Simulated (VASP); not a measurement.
# SnTe (P4/mmm) in VASP: notebook

Runs on SnTe. Level: PBE+D3(BJ). Tasks: single point.

Everything below comes from runs of VASP 6.6.1. Logs are shortened: lines on timing, memory, paths and dates and some standing lists are left out, and cuts for length are marked.

**1. The cell of the first run**

Symmetry: P4/mmm, No. 123, tetragonal system. The conventional cell has a = 3.934 Å, b = 3.934 Å, c = 3.619 Å, α = 90.00°, β = 90.00°, γ = 90.00°. Within 4.4 Å of Sn (site symmetry 4/mmm) lie 8 Te at 3.32 Å and 6 Sn at 3.62 to 3.93 Å. Within 4.4 Å of Te (site symmetry 4/mmm) lie 8 Sn at 3.32 Å and 6 Te at 3.62 to 3.93 Å.

**2. Single point, PBE+D3(BJ)**

INCAR reads:

```
SYSTEM = SnTe
PREC = Accurate
ENCUT = 500
EDIFF = 1E-6
ISMEAR = 0
SIGMA = 0.15
LREAL = .FALSE.
LASPH = .TRUE.
NELM = 120
ALGO = Normal
ISIF = 2
LWAVE = .FALSE.
LCHARG = .FALSE.
GGA = PE
IVDW = 12
NBANDS = 17
GGA_COMPAT = .FALSE.
```

KPOINTS reads:

```
Automatic mesh
0
G
  18 18 18
  0 0 0
```

POSCAR reads:

```
SnTe
1.0
    3.9337128360      0.0000000000      0.0000000000
    0.0000000000      3.9337128360      0.0000000000
    0.0000000000      0.0000000000      3.6190158091
Sn Te
1 1
Direct
    0.0000000000      0.0000000000      0.0000000000
    0.5000000000      0.5000000000      0.5000000000
```

Potentials or basis: VASP PAW PBE potentials, release 64 (Sn_d, Te).

Command:

```
$ cat potpaw_PBE.64/Sn_d/POTCAR potpaw_PBE.64/Te/POTCAR > POTCAR
$ mpirun -np 1 vasp_std > vasp.out
```

OUTCAR:

```text
SYSTEM = SnTe
   PREC = Accurate
   ENCUT = 500
   EDIFF = 1E-6
   ISMEAR = 0
   LREAL = .FALSE.
   LASPH = .TRUE.
   NELM = 120
   ISIF = 2
   GGA = PE
   IVDW = 12
 IVDW          = 12

 ion  position               nearest neighbor table
   1  0.000  0.000  0.000-   2 3.32   2 3.32   2 3.32   2 3.32   2 3.32   2 3.32   2 3.32   2 3.32

   2  0.500  0.500  0.500-   1 3.32   1 3.32   1 3.32   1 3.32   1 3.32   1 3.32   1 3.32   1 3.32

  LATTYP: Found a simple tetragonal cell.
 ALAT       =     3.9337128360
 C/A-ratio  =     0.9200000000

  Lattice vectors:

 A1 = (   3.9337128360,   0.0000000000,   0.0000000000)
 A2 = (   0.0000000000,   3.9337128360,   0.0000000000)
 A3 = (   0.0000000000,   0.0000000000,   3.6190158091)

Analysis of symmetry for initial positions (statically):
=====================================================================
 Subroutine PRICEL returns:
 Original cell was already a primitive cell.

 Routine SETGRP: Setting up the symmetry group for a
 simple tetragonal supercell.

 Subroutine GETGRP returns: Found 16 space group operations
 (whereof 16 operations were pure point group operations)
 out of a pool of 16 trial point group operations.

The static configuration has the point symmetry D_4h.

Analysis of symmetry for dynamics (positions and initial velocities):
=====================================================================
 Subroutine PRICEL returns:
 Original cell was already a primitive cell.

 Routine SETGRP: Setting up the symmetry group for a
 simple tetragonal supercell.

 Subroutine GETGRP returns: Found 16 space group operations
 (whereof 16 operations were pure point group operations)
 out of a pool of 16 trial point group operations.

The dynamic configuration has the point symmetry D_4h.

 Subroutine INISYM returns: Found 16 space group operations
 (whereof 16 operations are pure point group operations),
 and found     1 'primitive' translations

----------------------------------------------------------------------------------------

                                     Primitive cell

  volume of cell :      56.0010

  direct lattice vectors                    reciprocal lattice vectors
     3.933712836  0.000000000  0.000000000     0.254212761  0.000000000  0.000000000
     0.000000000  3.933712836  0.000000000     0.000000000  0.254212761  0.000000000
     0.000000000  0.000000000  3.619015809     0.000000000  0.000000000  0.276318218

  length of vectors
     3.933712836  3.933712836  3.619015809     0.254212761  0.254212761  0.276318218

  position of ions in fractional coordinates (direct lattice)
     0.000000000  0.000000000  0.000000000
     0.500000000  0.500000000  0.500000000

  ion indices of the primitive-cell ions
   primitive index   ion index
                 1           1
                 2           2

----------------------------------------------------------------------------------------

 KPOINTS: Automatic mesh

Automatic generation of k-mesh.
 Grid dimensions read from file:
 generate k-points for:   18   18   18

 Generating k-lattice:

  Cartesian coordinates                     Fractional coordinates (reciprocal lattice)
     0.014122931  0.000000000  0.000000000     0.055555556  0.000000000  0.000000000
     0.000000000  0.014122931  0.000000000     0.000000000  0.055555556  0.000000000
     0.000000000  0.000000000  0.015351012     0.000000000  0.000000000  0.055555556

  Length of vectors
     0.014122931  0.014122931  0.015351012

  Shift w.r.t. Gamma in fractional coordinates (k-lattice)
     0.000000000  0.000000000  0.000000000

 Subroutine IBZKPT returns following result:
 ===========================================

 Found    550 irreducible k-points:

 Following reciprocal coordinates:
            Coordinates               Weight
  0.000000  0.000000  0.000000      1.000000
  0.055556  0.000000  0.000000      4.000000
  0.111111  0.000000  0.000000      4.000000
  0.166667  0.000000  0.000000      4.000000
  0.222222  0.000000  0.000000      4.000000
  0.277778  0.000000  0.000000      4.000000
[... 16 lines left out ...]
  0.277778  0.111111  0.000000      8.000000
  0.333333  0.111111  0.000000      8.000000
 [... further k-points ...]
   k-points           NKPTS =    550   k-points in BZ     NKDIM =    550   number of bands    NBANDS=     17
   number of dos      NEDOS =    301   number of ions     NIONS =      2
   total plane-waves  NPLWV =  25200
   dimension x,y,z NGX =    30 NGY =   30 NGZ =   28
   dimension x,y,z NGXF=    60 NGYF=   60 NGZF=   56
   ions per type =               1   1
   NGX,Y,Z   is equivalent  to a cutoff of  12.68, 12.68, 12.86 a.u.
   NGXF,Y,Z  is equivalent  to a cutoff of  25.36, 25.36, 25.72 a.u.
 SYSTEM =  SnTe
   PREC   = accura    normal or accurate (medium, high low for compatibility)
   ISTART =      0    job   : 0-new  1-cont  2-samecut
   ICHARG =      2    charge: 1-file 2-atom 10-const
   ISPIN  =      1    spin polarized calculation?
   LNONCOLLINEAR =      F non collinear calculations
   LSORBIT =      F    spin-orbit coupling
   LASPH  =      T    aspherical Exc in radial PAW
   ENCUT  =  500.0 eV  36.75 Ry    6.06 a.u.   7.17  7.17  6.60*2*pi/ulx,y,z
   NELM   =    120;   NELMIN=  2; NELMDL= -5     # of ELM steps
   EDIFF  = 0.1E-05   stopping-criterion for ELM
   LREAL  =      F    real-space projection
   EDIFFG = 0.1E-04   stopping-criterion for IOM
   NSW    =      0    number of steps for IOM
   IBRION =     -1    ionic relax: 0-MD 1-quasi-New 2-CG
   NFREE  =      0    steps in history (QN), initial steepest desc. (CG)
   ISIF   =      2    stress and relaxation
   ISYM   =      2    0-nonsym 1-usesym 2-fastsym
   POTIM  = 0.5000    time-step for ionic-motion
   TEBEG  =    0.0;   TEEND  =   0.0 temperature during run
   PSTRESS=    0.0 pullay stress
   NELECT =      20.0000    total number of electrons
   NUPDOWN=      -1.0000    fix difference up-down
   EMIN   =  10.00;   EMAX   =-10.00  energy-range for DOS
   EFERMI =   0.00;   METHOD = LEGACY
   ISMEAR =     0;   SIGMA  =   0.15  broadening in eV -4-tet -1-fermi 0-gaus
   EFERMI_NEDOS =   21; number of points for ismear=-14 and -15
   IALGO  =     38    algorithm
   IMIX   =      4    mixing-type and parameters
     AMIX     =   0.40;   BMIX     =  1.00
[... 28 lines left out ...]

 E-fermi :   7.8610     XC(G=0): -10.1560

 val. band max:        7.8607238057   @ k =   0.5000   0.2222   0.3889
 cond. band min:       7.8613568360   @ k =   0.1667   0.1667   0.0556
 fundamental gap:      0.0006330303
 Fermi energy:         7.8609988282

 k-point     1 :       0.0000    0.0000    0.0000
  band No.  band energies     occupation
      1     -13.7980      2.00000
      2     -13.7782      2.00000
      3     -13.7454      2.00000
      4     -13.7350      2.00000
      5     -13.7350      2.00000
      6      -4.9493      2.00000
[... 9 lines left out ...]
     16      18.0068      0.00000
     17      19.4905      0.00000

 k-point     2 :       0.0556    0.0000    0.0000
  band No.  band energies     occupation
      1     -13.7977      2.00000
      2     -13.7775      2.00000
      3     -13.7458      2.00000
      4     -13.7353      2.00000
      5     -13.7350      2.00000
      6      -4.9250      2.00000
[... 9 lines left out ...]
     16      18.0515      0.00000
     17      19.0684      0.00000

 k-point     3 :       0.1111    0.0000    0.0000
  band No.  band energies     occupation
      1     -13.7971      2.00000
      2     -13.7753      2.00000
      3     -13.7467      2.00000
      4     -13.7361      2.00000
      5     -13.7349      2.00000
      6      -4.8525      2.00000
[... 9 lines left out ...]
     16      18.1747      0.00000
     17      18.3192      0.00000

 k-point     4 :       0.1667    0.0000    0.0000
  band No.  band energies     occupation
      1     -13.7963      2.00000
      2     -13.7719      2.00000
      3     -13.7482      2.00000
      4     -13.7374      2.00000
      5     -13.7349      2.00000
      6      -4.7342      2.00000
[... 9 lines left out ...]
     16      17.5550      0.00000
     17      18.3631      0.00000

 k-point     5 :       0.2222    0.0000    0.0000
  band No.  band energies     occupation
      1     -13.7955      2.00000
      2     -13.7675      2.00000
      3     -13.7501      2.00000
      4     -13.7390      2.00000
      5     -13.7347      2.00000
      6      -4.5745      2.00000
[... 9 lines left out ...]
     16      16.8219      0.00000
     17      18.6132      0.00000

 k-point     6 :       0.2778    0.0000    0.0000
  band No.  band energies     occupation
      1     -13.7948      2.00000
      2     -13.7626      2.00000
      3     -13.7520      2.00000
      4     -13.7407      2.00000
      5     -13.7347      2.00000
      6      -4.3816      2.00000
[... 9 lines left out ...]
     16      16.1397      0.00000
     17      18.9250      0.00000

 k-point     7 :       0.3333    0.0000    0.0000
  band No.  band energies     occupation
      1     -13.7942      2.00000
      2     -13.7579      2.00000
      3     -13.7539      2.00000
      4     -13.7423      2.00000
      5     -13.7346      2.00000
      6      -4.1697      2.00000
[... 9 lines left out ...]
     16      15.7841      0.00000
     17      19.2991      0.00000

 k-point     8 :       0.3889    0.0000    0.0000
  band No.  band energies     occupation
      1     -13.7938      2.00000
      2     -13.7554      2.00000
      3     -13.7540      2.00000
      4     -13.7436      2.00000
      5     -13.7345      2.00000
      6      -3.9639      2.00000
[... 9 lines left out ...]
     16      16.9642      0.00000
     17      19.7316      0.00000
[... 203 lines left out ...]
      1     -13.7930      2.00000
      2     -13.7572      2.00000
      3     -13.7501      2.00000
      4     -13.7447      2.00000
      5     -13.7347      2.00000
      6      -3.7243      2.00000
[... 9 lines left out ...]
     16      19.4794      0.00000
     17      19.6770      0.00000

 k-point    20 :       0.1111    0.1111    0.0000
  band No.  band energies     occupation
      1     -13.7960      2.00000
      2     -13.7727      2.00000
      3     -13.7482      2.00000
      4     -13.7362      2.00000
      5     -13.7359      2.00000
      6      -4.7564      2.00000
[... 9 lines left out ...]
     16      17.6898      0.00000
     17      18.4144      0.00000

 k-point    21 :       0.1667    0.1111    0.0000
  band No.  band energies     occupation
      1     -13.7950      2.00000
      2     -13.7694      2.00000
      3     -13.7497      2.00000
      4     -13.7373      2.00000
      5     -13.7359      2.00000
      6      -4.6392      2.00000
[... 9 lines left out ...]
     16      17.4264      0.00000
     17      18.1715      0.00000

 k-point    22 :       0.2222    0.1111    0.0000
  band No.  band energies     occupation
      1     -13.7940      2.00000
      2     -13.7652      2.00000
      3     -13.7517      2.00000
      4     -13.7389      2.00000
      5     -13.7358      2.00000
      6      -4.4813      2.00000
[... 9 lines left out ...]
     16      17.0147      0.00000
     17      18.0814      0.00000

 k-point    23 :       0.2778    0.1111    0.0000
  band No.  band energies     occupation
      1     -13.7931      2.00000
      2     -13.7604      2.00000
      3     -13.7538      2.00000
      4     -13.7405      2.00000
      5     -13.7357      2.00000
      6      -4.2908      2.00000
[... 9 lines left out ...]
     16      16.4521      0.00000
     17      18.1287      0.00000

 k-point    24 :       0.3333    0.1111    0.0000
  band No.  band energies     occupation
      1     -13.7925      2.00000
      2     -13.7559      2.00000
      3     -13.7557      2.00000
      4     -13.7421      2.00000
      5     -13.7356      2.00000
      6      -4.0824      2.00000
[... 9 lines left out ...]
     16      15.9413      0.00000
     17      18.2885      0.00000

 [... further k-points ...]

------------------------ aborting loop because EDIFF is reached ----------------------------------------

 Edisp (eV)   -0.88816

 E8    (eV) :    -0.4149

  FORCE on cell =-STRESS in cart. coord.  units (eV):
  Direction    XX          YY          ZZ          XY          YZ          ZX
  --------------------------------------------------------------------------------------
  -------------------------------------------------------------------------------------
  Total      -0.25656    -0.25656     0.44029     0.00000    -0.00000     0.00000
  in kB      -7.34016    -7.34016    12.59662     0.00000    -0.00000     0.00000
  external pressure =       -0.69 kB  Pullay stress =        0.00 kB

 VOLUME and BASIS-vectors are now :
 -----------------------------------------------------------------------------
  energy-cutoff  :      500.00
  volume of cell :       56.00
      direct lattice vectors                 reciprocal lattice vectors
     3.933712836  0.000000000  0.000000000     0.254212761  0.000000000  0.000000000
     0.000000000  3.933712836  0.000000000     0.000000000  0.254212761  0.000000000
     0.000000000  0.000000000  3.619015809     0.000000000  0.000000000  0.276318218

 POSITION                                       TOTAL-FORCE (eV/Angst)
 -----------------------------------------------------------------------------------
      0.00000      0.00000      0.00000         0.000000      0.000000      0.000000
      1.96686      1.96686      1.80951         0.000000      0.000000      0.000000
 -----------------------------------------------------------------------------------
    total drift:                               -0.000000     -0.000000     -0.000000

  FREE ENERGIE OF THE ION-ELECTRON SYSTEM (eV)
  ---------------------------------------------------
  free  energy   TOTEN  =        -7.9359218179 eV

  energy  without entropy=       -7.9221058007  energy(sigma->0) =       -7.92901381
```

Run time: 5.6 min. Hardware: 1 thread of Oxide Virtual Turin-like, shared host; peak memory 0.55 GiB.

What came out:

| Property | Result |
| --- | --- |
| Free energy | -7.9359 eV |
| Pressure | -0.1 GPa |
| Band gap on the k mesh | zero (bands 10 and 11 overlap by 2.66 eV) |
| Dispersion energy per atom | -0.444 eV |

Stress tensor (GPa, compression positive):
```
-0.73  0.00  0.00
 0.00 -0.73  0.00
 0.00  0.00  1.26
```

Levels at points of the mesh, in eV from the Fermi level:
```tsv
k point	band 6	band 7	band 8	band 9	band 10	band 11	band 12	band 13	band 14	band 15
(0.00, 0.00, 0.00)	-12.81	-5.29	-2.35	-2.35	-1.00	3.09	3.88	5.49	5.49	6.10
(0.50, 0.00, 0.00)	-11.60	-8.66	-0.78	0.24	0.35	0.38	1.59	3.10	5.40	6.39
(0.50, 0.50, 0.00)	-10.80	-6.84	-5.30	-5.30	0.83	4.25	4.71	4.71	6.63	8.24
(0.00, 0.00, 0.50)	-11.22	-8.24	-0.46	-0.46	-0.40	-0.29	2.00	2.00	5.23	6.09
(0.50, 0.00, 0.50)	-10.42	-6.28	-5.22	-5.04	0.06	3.23	3.38	3.62	5.77	6.86
(0.50, 0.50, 0.50)	-9.93	-5.17	-3.52	-2.97	-2.97	-1.83	-1.38	-1.38	13.71	13.71
```

Caveat: spin-orbit coupling is left out, which moves the levels of the heavy elements.

**3. Single point, PBE+D3(BJ)**

This run uses another cell than the first one, of the same volume but with other edges.

INCAR reads:

```
SYSTEM = SnTe
  PREC = Accurate
  ENCUT = 500
  EDIFF = 1E-6
  ISMEAR = 0
  SIGMA = 0.15
  LREAL = .False.
  LASPH = .True.
  NELM = 120
  ALGO = Normal
  ISIF = 2
  LWAVE = .False.
  LCHARG = .False.
  GGA = PE
  IVDW = 12
  NBANDS = 17
  GGA_COMPAT = .False.
```

KPOINTS reads:

```
Automatic mesh
0
Gamma
  18 18 18
  0 0 0
```

POSCAR reads:

```
SnTe
1.0
    3.7062470666      0.0000000000      0.0000000000
    0.0000000000      3.7062470666      0.0000000000
    0.0000000000      0.0000000000      4.0768717732
Sn Te
1 1
Direct
    0.0000000000      0.0000000000      0.0000000000
    0.5000000000      0.5000000000      0.5000000000
```

Potentials or basis: VASP PAW PBE potentials, release 64 (Sn_d, Te).

Command:

```
$ cat potpaw_PBE.64/Sn_d/POTCAR potpaw_PBE.64/Te/POTCAR > POTCAR
$ mpirun -np 1 vasp_std > vasp.out
```

Run time: 5.8 min. Hardware: 1 thread of Oxide Virtual Turin-like, shared host; peak memory 0.55 GiB.

The run converged. Its results:

* Free energy: -7.9181 eV
* Pressure: -0.1 GPa
* Band gap on the k mesh: zero (bands 10 and 11 overlap by 2.32 eV)
* Dispersion energy per atom: -0.444 eV

Stress tensor (GPa, compression positive):
```
 1.09  0.00  0.00
 0.00  1.09  0.00
 0.00  0.00 -2.56
```

Levels at points of the mesh, in eV from the Fermi level:
| k point | band 7 | band 8 | band 9 | band 10 | band 11 | band 12 | band 13 | band 14 |
| --- | --- | --- | --- | --- | --- | --- | --- | --- |
| (0.00, 0.00, 0.00) | -5.33 | -2.85 | -1.41 | -1.41 | 3.24 | 3.79 | 5.48 | 5.80 |
| (0.50, 0.00, 0.00) | -8.37 | -0.98 | -0.30 | -0.20 | 0.21 | 1.33 | 2.91 | 5.39 |
| (0.50, 0.50, 0.00) | -6.09 | -5.04 | -5.04 | -0.23 | 2.88 | 3.02 | 3.02 | 5.40 |
| (0.00, 0.00, 0.50) | -8.82 | -0.10 | -0.10 | 0.63 | 0.82 | 2.48 | 2.48 | 5.29 |
| (0.50, 0.00, 0.50) | -6.66 | -5.32 | -5.20 | 0.60 | 3.93 | 4.14 | 4.48 | 6.39 |
| (0.50, 0.50, 0.50) | -5.16 | -3.32 | -3.32 | -2.82 | -1.69 | -1.69 | -1.21 | 12.72 |

Caveat: spin-orbit coupling is left out, which moves the levels of the heavy elements.

**4. Single point, PBE+D3(BJ)**

This run uses another cell than the first one, of the same volume but with other edges.

INCAR reads:

```
PREC = Accurate
ENCUT = 500
EDIFF = 1E-6
ISMEAR = 0
SIGMA = 0.15
LREAL = F
LASPH = T
NELM = 120
ALGO = Normal
ISIF = 2
LWAVE = F
LCHARG = F
GGA = PE
IVDW = 12
NBANDS = 17
GGA_COMPAT = F
```

KPOINTS reads:

```
Automatic mesh
0
Gamma
  18 18 18
```

POSCAR reads:

```
SnTe
1.0
    4.4166617810      0.0000000000      0.0000000000
    0.0000000000      4.4166617810      0.0000000000
    0.0000000000      0.0000000000      2.8708301577
Sn Te
1 1
Direct
    0.0000000000      0.0000000000      0.0000000000
    0.5000000000      0.5000000000      0.5000000000
```

Command:

```
$ cat potpaw_PBE.64/Sn_d/POTCAR potpaw_PBE.64/Te/POTCAR > POTCAR
$ mpirun -np 1 vasp_std > vasp.out
```

Run time: 5.1 min. Hardware: 1 thread of Oxide Virtual Turin-like, shared host; peak memory 0.55 GiB.

Results (log left out):

```
Free energy                : -7.4137 eV
Pressure                   : 5.0 GPa
Band gap on the k mesh     : zero (bands 10 and 11 overlap by 6.52 eV)
Dispersion energy per atom : -0.446 eV
```

Stress tensor (GPa, compression positive):
```
-0.71  0.00  0.00
 0.00 -0.71  0.00
 0.00  0.00 16.46
```

Levels at points of the mesh, in eV from the Fermi level:
```tsv
k point	band 8	band 9	band 10	band 11	band 12	band 13
(0.00, 0.00, 0.00)	-4.25	-4.25	1.73	2.57	2.57	4.05
(0.50, 0.00, 0.00)	-3.05	-2.01	-1.33	-0.87	4.55	7.56
(0.50, 0.50, 0.00)	-6.10	-6.10	4.01	4.01	4.72	8.80
(0.00, 0.00, 0.50)	-2.91	-2.60	-0.66	-0.66	1.69	1.69
(0.50, 0.00, 0.50)	-4.98	-4.70	-0.39	1.01	2.23	2.72
(0.50, 0.50, 0.50)	-4.33	-3.29	-2.10	-2.10	-0.50	-0.50
```

Caveat: the stress differs along the axes, from -1 to 16 GPa; spin-orbit coupling is left out, which moves the levels of the heavy elements.

**5. The runs side by side**

| cell | gap on the mesh (eV) | pressure (GPa) |
| --- | --- | --- |
| a = 3.934, b = 3.934, c = 3.619 Å, 2 atoms | none | -0.1 |
| a = 3.706, b = 3.706, c = 4.077 Å, 2 atoms | none | -0.1 |
| a = 4.417, b = 4.417, c = 2.871 Å, 2 atoms | none | 5.0 |

Alike in all rows: task single point; level PBE+D3(BJ); potentials or basis VASP PAW PBE potentials, release 64 (Sn_d, Te); no spin polarisation; k mesh 18 × 18 × 18; cutoff (eV) 500; smearing gaussian 0.15 eV.

Caveats: spin-orbit coupling is left out, which moves the levels of the heavy elements; the stress differs along the axes, from -1 to 16 GPa (at least some runs).

Absolute energies hang on the potentials; compare differences alone.
